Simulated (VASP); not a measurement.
# Au4C in VASP: further runs

The runs below take Au4C through single point, with r2SCAN.

Everything below comes from runs of VASP 6.6.1. Logs are shortened: lines on timing, memory, paths and dates and some standing lists are left out, and cuts for length are marked.

## (1) The cell of the first run

The cell holds a slab with vacuum, 5 atoms: a = 2.916 Å, b = 2.916 Å, c = 25.186 Å, α = 90.00°, β = 90.00°, γ = 90.00°.

## (2) Single point, r2SCAN

File POSCAR:

```
Au4C
1.0
    2.9162060726      0.0000000000      0.0000000000
    0.0000000000      2.9162060726      0.0000000000
    0.0000000000      0.0000000000     25.1862072679
Au C
4 1
Direct
    0.5000000000      0.5000000000      0.3374863039
    0.0000000000      0.0000000000      0.4193592539
    0.5000000000      0.5000000000      0.5011131275
    0.0000000000      0.0000000000      0.5868791026
    0.0000000000      0.0000000000      0.6620227232
```

File INCAR.step1:

```
  PREC = Accurate
  ENCUT = 520
  ISMEAR = 0
  SIGMA = 0.1
  LREAL = False
  LASPH = True
  NELM = 100
  LDIPOL = True
  IDIPOL = 3
  DIPOL = 0.5 0.5 0.501
  NBANDS = 32
  GGA = PE
  ALGO = Normal
  EDIFF = 1E-4
  LWAVE = True
  LCHARG = False
```

File INCAR.step2:

```
  PREC = Accurate
  ENCUT = 520
  EDIFF = 1E-6
  ISMEAR = 0
  SIGMA = 0.1
  LREAL = False
  LASPH = True
  NELM = 100
  ALGO = Normal
  ISIF = 2
  LWAVE = False
  LCHARG = False
  LDIPOL = True
  IDIPOL = 3
  DIPOL = 0.5 0.5 0.501
  METAGGA = R2SCAN
  LMIXTAU = True
  NBANDS = 32
  ISTART = 1
```

File KPOINTS:

```
regular mesh
0
Gamma
  10 10 1
```

Potentials or basis: VASP PAW PBE potentials, release 64 (Au, C).

Launch:

```
cat potpaw_PBE.64/Au/POTCAR potpaw_PBE.64/C/POTCAR > POTCAR
cp INCAR.step1 INCAR
mpirun -np 1 vasp_std > vasp.out
cp INCAR.step2 INCAR
mpirun -np 1 vasp_std > vasp.out
```

OUTCAR:

```text
PREC = Accurate
   ENCUT = 520
   EDIFF = 1E-6
   ISMEAR = 0
   LREAL = False
   LASPH = True
   NELM = 100
   ISIF = 2
   METAGGA = R2SCAN
   ISTART = 1

 ion  position               nearest neighbor table
   1  0.500  0.500  0.337-   2 2.92   2 2.92   2 2.92   2 2.92
   2  0.000  0.000  0.419-   3 2.91   3 2.91   3 2.91   3 2.91   1 2.92   1 2.92   1 2.92   1 2.92

   3  0.500  0.500  0.501-   2 2.91   2 2.91   2 2.91   2 2.91   4 2.99   4 2.99   4 2.99   4 2.99

   4  0.000  0.000  0.587-   5 1.89   3 2.99   3 2.99   3 2.99   3 2.99
   5  0.000  0.000  0.662-   4 1.89

  LATTYP: Found a simple tetragonal cell.
 ALAT       =     2.9162060726
 C/A-ratio  =     8.6366349431

  Lattice vectors:

 A1 = (   2.9162060726,   0.0000000000,   0.0000000000)
 A2 = (   0.0000000000,   2.9162060726,   0.0000000000)
 A3 = (   0.0000000000,   0.0000000000,  25.1862072679)

Analysis of symmetry for initial positions (statically):
=====================================================================
 Subroutine PRICEL returns:
 Original cell was already a primitive cell.

 Routine SETGRP: Setting up the symmetry group for a
 simple tetragonal supercell.

 Subroutine GETGRP returns: Found  8 space group operations
 (whereof  8 operations were pure point group operations)
 out of a pool of 16 trial point group operations.

The static configuration has the point symmetry C_4v.

Analysis of symmetry for dynamics (positions and initial velocities):
=====================================================================
 Subroutine PRICEL returns:
 Original cell was already a primitive cell.

 Routine SETGRP: Setting up the symmetry group for a
 simple tetragonal supercell.

 Subroutine GETGRP returns: Found  8 space group operations
 (whereof  8 operations were pure point group operations)
 out of a pool of 16 trial point group operations.

The dynamic configuration has the point symmetry C_4v.

 Subroutine INISYM returns: Found  8 space group operations
 (whereof  8 operations are pure point group operations),
 and found     1 'primitive' translations

----------------------------------------------------------------------------------------

                                     Primitive cell

  volume of cell :     214.1900

  direct lattice vectors                    reciprocal lattice vectors
     2.916206073  0.000000000  0.000000000     0.342911295  0.000000000  0.000000000
     0.000000000  2.916206073  0.000000000     0.000000000  0.342911295  0.000000000
     0.000000000  0.000000000 25.186207268     0.000000000  0.000000000  0.039704271

  length of vectors
     2.916206073  2.916206073 25.186207268     0.342911295  0.342911295  0.039704271

  position of ions in fractional coordinates (direct lattice)
     0.500000000  0.500000000  0.337486304
     0.000000000  0.000000000  0.419359254
     0.500000000  0.500000000  0.501113127
     0.000000000  0.000000000  0.586879103
     0.000000000  0.000000000  0.662022723

  ion indices of the primitive-cell ions
   primitive index   ion index
                 1           1
                 2           2
                 3           3
                 4           4
                 5           5

----------------------------------------------------------------------------------------

 KPOINTS: regular mesh

Automatic generation of k-mesh.
 Grid dimensions read from file:
 generate k-points for:   10   10    1

 Generating k-lattice:

  Cartesian coordinates                     Fractional coordinates (reciprocal lattice)
     0.034291129  0.000000000  0.000000000     0.100000000  0.000000000  0.000000000
     0.000000000  0.034291129  0.000000000     0.000000000  0.100000000  0.000000000
     0.000000000  0.000000000  0.039704271     0.000000000  0.000000000  1.000000000

  Length of vectors
     0.034291129  0.034291129  0.039704271

  Shift w.r.t. Gamma in fractional coordinates (k-lattice)
     0.000000000  0.000000000  0.000000000

 Subroutine IBZKPT returns following result:
 ===========================================

 Found     21 irreducible k-points:

 Following reciprocal coordinates:
            Coordinates               Weight
  0.000000  0.000000  0.000000      1.000000
  0.100000  0.000000  0.000000      4.000000
  0.200000  0.000000  0.000000      4.000000
  0.300000  0.000000  0.000000      4.000000
  0.400000  0.000000  0.000000      4.000000
  0.500000  0.000000  0.000000      2.000000
[... 13 lines left out ...]
  0.500000  0.400000  0.000000      4.000000
  0.500000  0.500000  0.000000      1.000000
   k-points           NKPTS =     21   k-points in BZ     NKDIM =     21   number of bands    NBANDS=     32
   number of dos      NEDOS =    301   number of ions     NIONS =      5
   total plane-waves  NPLWV = 110592
   dimension x,y,z NGX =    24 NGY =   24 NGZ =  192
   dimension x,y,z NGXF=    48 NGYF=   48 NGZF=  384
   ions per type =               4   1
   NGX,Y,Z   is equivalent  to a cutoff of  13.68, 13.68, 12.67 a.u.
   NGXF,Y,Z  is equivalent  to a cutoff of  27.36, 27.36, 25.35 a.u.
 SYSTEM =  unknown system
   PREC   = accura    normal or accurate (medium, high low for compatibility)
   ISTART =      1    job   : 0-new  1-cont  2-samecut
   ICHARG =      0    charge: 1-file 2-atom 10-const
   ISPIN  =      1    spin polarized calculation?
   LNONCOLLINEAR =      F non collinear calculations
   LSORBIT =      F    spin-orbit coupling
   LASPH  =      T    aspherical Exc in radial PAW
   ENCUT  =  520.0 eV  38.22 Ry    6.18 a.u.   5.42  5.42 46.83*2*pi/ulx,y,z
   NELM   =    100;   NELMIN=  2; NELMDL=  0     # of ELM steps
   EDIFF  = 0.1E-05   stopping-criterion for ELM
   LREAL  =      F    real-space projection
   EDIFFG = 0.1E-04   stopping-criterion for IOM
   NSW    =      0    number of steps for IOM
   IBRION =     -1    ionic relax: 0-MD 1-quasi-New 2-CG
   NFREE  =      0    steps in history (QN), initial steepest desc. (CG)
   ISIF   =      2    stress and relaxation
   ISYM   =      2    0-nonsym 1-usesym 2-fastsym
   POTIM  = 0.5000    time-step for ionic-motion
   TEBEG  =    0.0;   TEEND  =   0.0 temperature during run
   PSTRESS=    0.0 pullay stress
   NELECT =      48.0000    total number of electrons
   NUPDOWN=      -1.0000    fix difference up-down
   EMIN   =  10.00;   EMAX   =-10.00  energy-range for DOS
   EFERMI =   0.00;   METHOD = LEGACY
   ISMEAR =     0;   SIGMA  =   0.10  broadening in eV -4-tet -1-fermi 0-gaus
   EFERMI_NEDOS =   21; number of points for ismear=-14 and -15
   IALGO  =     38    algorithm
   IMIX   =      4    mixing-type and parameters
     AMIX     =   0.40;   BMIX     =  1.00
     AMIX_MAG =   1.60;   BMIX_MAG =  1.00
  volume/ion in A,a.u.               =      42.84       289.09
  Fermi-wavevector in a.u.,A,eV,Ry     =   0.994387  1.879119 13.453520  0.988806
  Thomas-Fermi vector in A             =   2.126335
   LORBIT       =      0    0 simple, 1 ext, 2 COOP (PROOUT), +10 PAW based schemes
   METAGGA = R2SCAN    functional components
   LHFCALC =     F    Hartree Fock is set to
   AEXX    =    0.0000 exact exchange contribution
   IVDW    =     0    specifies the selected vdW correction
   LEPSILON=     F    determine dielectric tensor
   LRPA    =     F    only Hartree local field effects (RPA)
 non-spin polarized calculation
 Gauss-broadening in eV      SIGMA  =   0.10
  energy-cutoff  :      520.00
  volume of cell :      214.19
 maximum number of plane-waves:      5837
 NGX is ok and might be reduce to    24
   NGX = 11   NGY = 11   NGZ = 93

 dipolmoment           0.000000      0.000000     -0.007735 electrons x Angstroem

 number of electron      47.9999996 magnetization

 dipolmoment           0.000000      0.000000      0.077231 electrons x Angstroem

 Free energy of the ion-electron system (eV)
  ---------------------------------------------------
  ext. energy  EPLUGINS =         0.00000000
  ---------------------------------------------------
  free energy    TOTEN  =      -205.95190796 eV

  energy without entropy =     -205.93411325  energy(sigma->0) =     -205.94301061

 E-fermi :  -0.6633     XC(G=0):  -5.6176

 val. band max:       -0.7121377688   @ k =   0.5000   0.2000   0.0000
 cond. band min:      -0.6614364634   @ k =   0.3000   0.1000   0.0000
 fundamental gap:      0.0507013054
 Fermi energy:        -0.6632796584

 k-point     1 :       0.0000    0.0000    0.0000
  band No.  band energies     occupation
      1     -12.8433      2.00000
      2      -9.7224      2.00000
      3      -8.2559      2.00000
      4      -7.7660      2.00000
      5      -7.3360      2.00000
      6      -7.1200      2.00000
[... 24 lines left out ...]
     31       5.9115      0.00000
     32       6.9259      0.00000

 k-point     2 :       0.1000    0.0000    0.0000
  band No.  band energies     occupation
      1     -12.7600      2.00000
      2      -9.5096      2.00000
      3      -8.0817      2.00000
      4      -7.6288      2.00000
      5      -7.2042      2.00000
      6      -6.9848      2.00000
[... 24 lines left out ...]
     31       6.0800      0.00000
     32       6.9990      0.00000

 k-point     3 :       0.2000    0.0000    0.0000
  band No.  band energies     occupation
      1     -12.5338      2.00000
      2      -8.9350      2.00000
      3      -7.7397      2.00000
      4      -7.4137      2.00000
      5      -6.8118      2.00000
      6      -6.7216      2.00000
[... 24 lines left out ...]
     31       6.5458      0.00000
     32       6.8967      0.00000

 k-point     4 :       0.3000    0.0000    0.0000
  band No.  band energies     occupation
      1     -12.2324      2.00000
      2      -8.2459      2.00000
      3      -7.5903      2.00000
      4      -7.2715      2.00000
      5      -6.6910      2.00000
      6      -6.4247      2.00000
[... 24 lines left out ...]
     31       6.0563      0.00000
     32       6.7932      0.00000

 k-point     5 :       0.4000    0.0000    0.0000
  band No.  band energies     occupation
      1     -11.9640      2.00000
      2      -7.9224      2.00000
      3      -7.5884      2.00000
      4      -7.0890      2.00000
      5      -6.8547      2.00000
      6      -6.2858      2.00000
[... 479 lines left out ...]
     31       5.7881      0.00000
     32       7.0051      0.00000

 k-point    19 :       0.4000    0.4000    0.0000
  band No.  band energies     occupation
      1     -11.2652      2.00000
      2      -7.3329      2.00000
      3      -7.2691      2.00000
      4      -7.1561      2.00000
      5      -7.0172      2.00000
      6      -6.6466      2.00000
[... 24 lines left out ...]
     31       6.7188      0.00000
     32       7.3172      0.00000

 k-point    20 :       0.5000    0.4000    0.0000
  band No.  band energies     occupation
      1     -11.1798      2.00000
      2      -7.3986      2.00000
      3      -7.3247      2.00000
      4      -7.2593      2.00000
      5      -7.1154      2.00000
      6      -6.7546      2.00000
[... 24 lines left out ...]
     31       5.6550      0.00000
     32       6.3195      0.00000

 k-point    21 :       0.5000    0.5000    0.0000
  band No.  band energies     occupation
      1     -11.0980      2.00000
      2      -7.4116      2.00000
      3      -7.4116      2.00000
      4      -7.3908      2.00000
      5      -7.2205      2.00000
      6      -6.8732      2.00000
[... 24 lines left out ...]
     31       5.1382      0.00000
     32       5.5839      0.00000

------------------------ aborting loop because EDIFF is reached ----------------------------------------

 vacuum level on the upper side and lower side of the slab       (xc-potential included)         0.796        -0.832

  FORCE on cell =-STRESS in cart. coord.  units (eV):
  Direction    XX          YY          ZZ          XY          YZ          ZX
  --------------------------------------------------------------------------------------
  -------------------------------------------------------------------------------------
  Total       -3.4758563     -3.4758563      0.0112200      0.0000000      0.0000000      0.0000000
  in kB      -25.9999915    -25.9999915      0.0839275      0.0000000      0.0000000      0.0000000
  external PRESSURE =     -17.3053518 kB  Pullay stress =       0.0000000 kB

 VOLUME and BASIS-vectors are now :
 -----------------------------------------------------------------------------
  energy-cutoff  :      520.00
  volume of cell :      214.19
      direct lattice vectors                 reciprocal lattice vectors
     2.916206073  0.000000000  0.000000000     0.342911295  0.000000000  0.000000000
     0.000000000  2.916206073  0.000000000     0.000000000  0.342911295  0.000000000
     0.000000000  0.000000000 25.186207268     0.000000000  0.000000000  0.039704271

 POSITION                                       TOTAL-FORCE (eV/Angst)
 -----------------------------------------------------------------------------------
      1.45810      1.45810      8.50000        -0.000000      0.000000      0.090499
      0.00000      0.00000     10.56207         0.000000     -0.000000     -0.107816
      1.45810      1.45810     12.62114         0.000000      0.000000      0.011385
      0.00000      0.00000     14.78126         0.000000      0.000000     -0.089273
      0.00000      0.00000     16.67384         0.000000      0.000000      0.095205
 -----------------------------------------------------------------------------------
    total drift:                                0.000000     -0.000000      0.000653

  FREE ENERGIE OF THE ION-ELECTRON SYSTEM (eV)
  ---------------------------------------------------
  free  energy   TOTEN  =      -205.9519079570 eV

  energy  without entropy=     -205.9341132538  energy(sigma->0) =     -205.94301061

 vacuum level on the upper side and lower side of the slab         6.148         4.483
```

Run time: 19 min. Hardware: 1 thread of Intel Xeon Platinum 8259CL at 2.50GHz (Skylake/Cascade Lake), shared host; peak memory 0.43 GiB.

Results:

- Free energy: -205.9519 eV
- Largest force: 0.108 eV/Å
- Band gap on the k mesh: zero (bands 24 and 25 overlap by 2.88 eV)

Forces on the atoms (eV/Å):
```
Au   0.000  0.000  0.090
Au   0.000  0.000 -0.108
Au   0.000  0.000  0.011
Au   0.000  0.000 -0.089
C    0.000  0.000  0.095
```

Caveat: the PAW data sets were made with another functional, which shifts forces and pressure a little; spin-orbit coupling is left out, which moves the levels of the heavy elements.

## (3) Single point, r2SCAN

File POSCAR:

```
Au4C
1.0
    2.9162060726      0.0000000000      0.0000000000
    0.0000000000      2.9162060726      0.0000000000
    0.0000000000      0.0000000000     25.1862072679
Au C
4 1
Direct
    0.5000000000      0.5000000000      0.3374863039
    0.0000000000      0.0000000000      0.4193592539
    0.5000000000      0.5000000000      0.5029240463
    0.0000000000      0.0000000000      0.6111880918
    0.5000000000      0.5000000000      0.5871379963
```

File INCAR.step1:

```
ALGO = Normal ; DIPOL = 0.5 0.5 0.492
EDIFF = 1E-4 ; ENCUT = 520
GGA = PE ; IDIPOL = 3
ISMEAR = 0 ; LASPH = T
LCHARG = F ; LDIPOL = T
LREAL = F ; LWAVE = T
NBANDS = 32 ; NELM = 60
PREC = Accurate ; SIGMA = 0.1
```

File INCAR.step2:

```
ALGO = Normal ; DIPOL = 0.5 0.5 0.492
EDIFF = 1E-6 ; ENCUT = 520
IDIPOL = 3 ; ISIF = 2
ISMEAR = 0 ; ISTART = 1
LASPH = T ; LCHARG = T
LDIPOL = T ; LELF = T
LMIXTAU = T ; LREAL = F
LVACPOTAV = T ; LVHAR = T
LWAVE = F ; METAGGA = R2SCAN
NBANDS = 32 ; NELM = 60
PREC = Accurate ; SIGMA = 0.1
```

File KPOINTS:

```
k-points
0
Gamma
  10 10 1
```

Potentials or basis: VASP PAW PBE potentials, release 64 (Au, C).

Launch:

```
cat potpaw_PBE.64/Au/POTCAR potpaw_PBE.64/C/POTCAR > POTCAR
cp INCAR.step1 INCAR
mpirun -np 1 vasp_std > vasp.out
cp INCAR.step2 INCAR
mpirun -np 1 vasp_std > vasp.out
```

Wall time 18 min (1 thread of Intel Xeon Platinum 8259CL at 2.50GHz (Skylake/Cascade Lake), shared host); peak memory 0.43 GiB.

The run converged. Its results:

| Item | Value |
| --- | --- |
| Free energy | -207.7331 eV |
| Largest force | 0.077 eV/Å |
| Band gap on the k mesh | zero (bands 24 and 25 overlap by 3.67 eV) |

Forces on the atoms (eV/Å):
```
Au   0.000  0.000  0.073
Au   0.000  0.000 -0.077
Au   0.000  0.000  0.002
Au   0.000  0.000  0.021
C    0.000  0.000 -0.020
```

Levels at points of the mesh, in eV from the Fermi level:
```csv
k point,band 21,band 22,band 23,band 24,band 25,band 26,band 27,band 28
"(0.00, 0.00, 0.00)",-2.51,-2.21,-2.21,-2.16,0.26,0.66,0.66,2.90
"(0.50, 0.00, 0.00)",-2.33,-2.32,-0.38,-0.04,0.06,0.58,2.42,3.87
"(0.50, 0.50, 0.00)",-1.66,-1.37,-0.61,2.81,2.84,2.84,3.25,5.28
```

Caveat: the PAW data sets were made with another functional, which shifts forces and pressure a little; spin-orbit coupling is left out, which moves the levels of the heavy elements.

The gap in the log of VASP goes by the Fermi energy; the results here count the filled bands.